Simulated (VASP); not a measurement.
Here is a VASP 6.6.1 calculation.

Contents of INCAR:

```
  ALGO = Normal
  EDIFF = 1E-7
  ENCUT = 520
  ISIF = 2
  ISMEAR = -1
  LASPH = True
  LCHARG = False
  LREAL = False
  LWAVE = False
  NBANDS = 12
  NELM = 80
  PREC = Accurate
  SIGMA = 0.1
```

KPOINTS

```
k-points
0
Gamma
  18 18 18
```

POSCAR

```
Hg
1.0
    2.8943239521      0.0000000000      0.0000000000
    0.0000000000      2.8943239521      0.0000000000
    0.0000000000      0.0000000000      2.8943239521
Hg
1
Direct
    0.0000000000      0.0000000000      0.0000000000
```

Potentials or basis: VASP PAW LDA potentials, release 64 (Hg).

Run with:

```bash
$ cat potpaw_LDA.64/Hg/POTCAR > POTCAR
$ mpirun -np 1 vasp_std > vasp.out
```

(1) What does it give for the band gap on the k mesh?

(2) Predict the pressure.

Answers

(1) zero (bands 6 and 7 overlap by 7.21 eV).

(2) 0.7 GPa.

Caveat: spin-orbit coupling is left out, which moves the levels of the heavy elements.
